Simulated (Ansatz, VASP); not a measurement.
**Two plane-wave programs on KBr**

```
K Br
1.0
     3.97626    0.00000    0.00000
     0.00000    3.97626    0.00000
     0.00000    0.00000    3.97626
K Br
1 1
Cartesian
  0.0000 0.0000 0.0000
  1.9881 1.9881 1.9881
```

Alike in both runs: task single point; functional PBE; k mesh 4 × 4 × 4; no spin polarisation.

|  | VASP | Ansatz |
| --- | --- | --- |
| version | VASP 6.6.1 | Ansatz 0.2.0 |
| potentials or method | VASP PAW PBE potentials, release 64 (K_sv, Br) | plane waves |
| plane-wave cutoff (eV) | 500 | 420 |
| occupations | gaussian, width 0.01 eV | fixed |
| valence electrons in the cell | 16 | 16 |

```tsv
	VASP	Ansatz	Ansatz less VASP
gap on the k mesh at the Fermi level (eV)	4.02	4.02	+0.001
pressure (GPa)	0.9	0.9	-0.05
```
